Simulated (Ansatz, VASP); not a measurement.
## Cd in VASP and in Ansatz

```
CELL_PARAMETERS angstrom
3.01378 0.00000 0.00000
-1.50689 2.61001 0.00000
0.00000 0.00000 5.83093
ATOMIC_POSITIONS crystal
Cd 0.00000 0.00000 0.00000
Cd 0.33333 0.66667 0.50000
```

Alike in both runs: functional PBE; k mesh 18 × 18 × 8; occupations gaussian, width 0.1 eV; no spin polarisation.

Ansatz relaxed the structure, and its values are those at the end. VASP's run is a single point on that final structure, the one shown.

```csv
,VASP,Ansatz
version,VASP 6.6.1,Ansatz 0.2.0
potentials or method,"VASP PAW PBE potentials, release 64 (Cd), cutoff 520 eV","scalar-relativistic, plane waves, PAW"
valence electrons in the cell,24,40
```

|  | VASP | Ansatz | Ansatz less VASP |
| --- | --- | --- | --- |
| gap on the k mesh at the Fermi level (eV) | none | none | - |
| pressure (GPa) | 0.3 | 0.0 | -0.30 |

A gap of «none» marks a metal or a gap that the smearing closes. VASP's potentials hold 24 valence electrons a cell and Ansatz's 40, so a difference there can come from the potentials and not from the codes.
